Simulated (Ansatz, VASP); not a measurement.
Os3RuC3: VASP beside Ansatz

```
Ru Os C
1.0
     4.24942    0.00000    0.00000
     0.00000    4.24942    0.00000
     0.00000    0.00000    4.24942
Ru Os C
1 3 3
Direct
  0.50000 0.50000 0.50000
  0.00000 0.50000 0.00000
  0.00000 0.00000 0.50000
  0.50000 0.00000 0.00000
  0.50000 0.00000 0.50000
  0.50000 0.50000 0.00000
  0.00000 0.50000 0.50000
```

Change from the starting cell: species swapped into the LiCu3O3 type (Pm-3m, No. 221).

Alike in both runs: functional PBE; k mesh 4 × 4 × 4; occupations gaussian, width 0.1 eV; no spin polarisation.

Ansatz relaxed the structure, and its values are those at the end. VASP's run is a single point on that final structure, the one shown.

|  | VASP | Ansatz |
| --- | --- | --- |
| version | VASP 6.6.1 | Ansatz 0.2.0 |
| potentials or method | VASP PAW PBE potentials, release 64 (Ru_pv, Os, C), cutoff 520 eV | scalar-relativistic, plane waves, PAW |
| valence electrons in the cell | 50 | 76 |

VASP gave:

| Item | Value |
| --- | --- |
| gap on the k mesh at the Fermi level (eV) | none |
| pressure (GPa) | 1.2 |

**Question.** Which values does Ansatz return?

**Answer.** gap on the k mesh at the Fermi level (eV): none; pressure (GPa): -0.3.

A gap of «none» marks a metal or a gap that the smearing closes. The functional is the same, so the differences come from potentials, cutoffs and numerics. VASP's potentials hold 50 valence electrons a cell and Ansatz's 76, so a difference there can come from the potentials and not from the codes.

The k mesh is coarse, so the values compare programs but aren't converged. Neither program's run includes spin-orbit coupling.
